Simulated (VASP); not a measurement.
# HfSi (F-43m) in VASP: further runs, part 2 of 2

VASP 6.6.1. Earlier steps stand in the parts before.

### 4 Single point, PBEsol

This run uses another cell than the first one, of 26.83 Å³/atom.

Contents of INCAR:

```
SYSTEM = HfSi
ALGO = Normal
EDIFF = 1E-6
ENCUT = 520
GGA = PS
ISIF = 2
ISMEAR = 0
LASPH = .TRUE.
LCHARG = .FALSE.
LREAL = .FALSE.
LWAVE = .FALSE.
NBANDS = 14
NELM = 80
PREC = Accurate
SIGMA = 0.05
```

Contents of KPOINTS:

```
k-points
0
G
  6 6 6
  0 0 0
```

Contents of POSCAR:

```
HfSi
1.0
    0.0000000000      2.9935777346      2.9935777346
    2.9935777346      0.0000000000      2.9935777346
    2.9935777346      2.9935777346      0.0000000000
Hf Si
1 1
Direct
    0.0000000000      0.0000000000      0.0000000000
    0.2500000000      0.2500000000      0.2500000000
```

Potentials or basis: VASP PAW PBE potentials, release 64 (Hf_pv, Si).

Launch:

```
> cat potpaw_PBE.64/Hf_pv/POTCAR potpaw_PBE.64/Si/POTCAR > POTCAR
> mpirun -np 1 vasp_std > vasp.out
```

OUTCAR:

```text
SYSTEM = HfSi
   EDIFF = 1E-6
   ENCUT = 520
   GGA = PS
   ISIF = 2
   ISMEAR = 0
   LASPH = .TRUE.
   LREAL = .FALSE.
   NELM = 80
   PREC = Accurate

 ion  position               nearest neighbor table
   1  0.000  0.000  0.000-   2 2.59   2 2.59   2 2.59   2 2.59
   2  0.250  0.250  0.250-   1 2.59   1 2.59   1 2.59   1 2.59

  LATTYP: Found a face centered cubic cell.
 ALAT       =     5.9871554692

  Lattice vectors:

 A1 = (   0.0000000000,   2.9935777346,   2.9935777346)
 A2 = (   2.9935777346,   0.0000000000,   2.9935777346)
 A3 = (   2.9935777346,   2.9935777346,   0.0000000000)

Analysis of symmetry for initial positions (statically):
=====================================================================
 Subroutine PRICEL returns:
 Original cell was already a primitive cell.

 Routine SETGRP: Setting up the symmetry group for a
 face centered cubic supercell.

 Subroutine GETGRP returns: Found 24 space group operations
 (whereof 24 operations were pure point group operations)
 out of a pool of 48 trial point group operations.

The static configuration has the point symmetry T_d .

[... 163 lines left out ...]
      4      -5.4596      2.00000
      5       1.5129      2.00000
      6       1.5129      2.00000
      7       1.5129      2.00000
      8       4.4874      0.00000
      9       4.4874      0.00000
     10       6.9491      0.00000
     11       9.7210      0.00000
     12       9.7210      0.00000
     13       9.7210      0.00000
     14      11.4036      0.00000
[... 241 lines left out ...]
      1     -28.0342      2.00000
      2     -28.0204      2.00000
      3     -28.0150      2.00000
      4      -3.3277      2.00000
      5       0.0774      2.00000
      6       1.5092      2.00000
      7       2.5799      2.00000
      8       3.0103      0.00000
      9       4.5740      0.00000
     10       5.2623      0.00000
     11       6.1451      0.00000
     12       7.2520      0.00000
     13      11.6752      0.00000
     14      11.7091      0.00000

------------------------ aborting loop because EDIFF is reached ----------------------------------------

  FORCE on cell =-STRESS in cart. coord.  units (eV):
  Direction    XX          YY          ZZ          XY          YZ          ZX
  --------------------------------------------------------------------------------------
  -------------------------------------------------------------------------------------
  Total       -0.0757082     -0.0757082     -0.0757082      0.0000000     -0.0000000     -0.0000000
  in kB       -2.2607467     -2.2607467     -2.2607467      0.0000000     -0.0000000     -0.0000000
  external PRESSURE =      -2.2607467 kB  Pullay stress =       0.0000000 kB

 VOLUME and BASIS-vectors are now :
 -----------------------------------------------------------------------------
  energy-cutoff  :      520.00
  volume of cell :       53.65
      direct lattice vectors                 reciprocal lattice vectors
     0.000000000  2.993577735  2.993577735    -0.167024225  0.167024225  0.167024225
     2.993577735  0.000000000  2.993577735     0.167024225 -0.167024225  0.167024225
     2.993577735  2.993577735  0.000000000     0.167024225  0.167024225 -0.167024225

 POSITION                                       TOTAL-FORCE (eV/Angst)
 -----------------------------------------------------------------------------------
      0.00000      0.00000      0.00000        -0.000000     -0.000000     -0.000000
      1.49679      1.49679      1.49679         0.000000      0.000000      0.000000
 -----------------------------------------------------------------------------------
    total drift:                                0.000000      0.000000      0.000000

  FREE ENERGIE OF THE ION-ELECTRON SYSTEM (eV)
  ---------------------------------------------------
  free  energy   TOTEN  =       -15.0532980968 eV

  energy  without entropy=      -15.0522802182  energy(sigma->0) =      -15.05278916
```

OSZICAR:

```text
N       E                     dE             d eps       ncg     rms          rms(c)
DAV:   1     0.275512712392E+02    0.27551E+02   -0.66368E+03   448   0.850E+02
DAV:   2    -0.151047627755E+02   -0.42656E+02   -0.40283E+02   588   0.181E+02
DAV:   3    -0.166342727070E+02   -0.15295E+01   -0.15194E+01   616   0.238E+01
DAV:   4    -0.166527569624E+02   -0.18484E-01   -0.18483E-01   514   0.339E+00
DAV:   5    -0.166530833721E+02   -0.32641E-03   -0.32640E-03   628   0.419E-01    0.397E+01
DAV:   6    -0.151122328495E+02    0.15409E+01   -0.29050E+00   502   0.834E+00    0.252E+01
DAV:   7    -0.150943860432E+02    0.17847E-01   -0.87071E-01   568   0.473E+00    0.487E+00
DAV:   8    -0.150598604553E+02    0.34526E-01   -0.29070E-01   502   0.257E+00    0.186E+00
DAV:   9    -0.150535313143E+02    0.63291E-02   -0.38480E-02   490   0.105E+00    0.714E-01
DAV:  10    -0.150532854937E+02    0.24582E-03   -0.16426E-03   532   0.234E-01    0.251E-01
DAV:  11    -0.150533109727E+02   -0.25479E-04   -0.66213E-05   574   0.541E-02    0.187E-01
DAV:  12    -0.150532987835E+02    0.12189E-04   -0.16534E-05   550   0.204E-02    0.189E-02
DAV:  13    -0.150532980968E+02    0.68670E-06   -0.46943E-06   550   0.117E-02
   1 F= -.15053298E+02 E0= -.15052789E+02  d E =-.101788E-02
```

It took 13 s on 1 thread of Intel Xeon Platinum 8375C at 2.90GHz (Ice Lake), shared host; peak memory 0.17 GiB.

Results:

```yaml
Free_energy: -15.0533 eV
Pressure: -0.2 GPa
Band_gap_on_the_k_mesh: zero (filled and empty bands touch)
```

Caveat: the PAW data sets were made with another functional, which shifts forces and pressure a little; spin-orbit coupling is left out, which moves the levels of the heavy elements.

### 5 Summary

| cell | gap on the mesh (eV) | pressure (GPa) |
| --- | --- | --- |
| a = 4.116 Å, angles 60.0°, 2 atoms | none | 6.3 |
| a = 4.186 Å, angles 60.0°, 2 atoms | none | 2.2 |
| a = 4.234 Å, angles 60.0°, 2 atoms | none | -0.2 |

Alike in all rows: task single point; level PBEsol; potentials or basis VASP PAW PBE potentials, release 64 (Hf_pv, Si); no spin polarisation; k mesh 6 × 6 × 6; cutoff (eV) 520; smearing gaussian 0.05 eV.

Caveats: the PAW data sets were made with another functional, which shifts forces and pressure a little; spin-orbit coupling is left out, which moves the levels of the heavy elements; the cell stands under pressure (at least some runs).

Absolute energies hang on the potentials; compare differences alone.
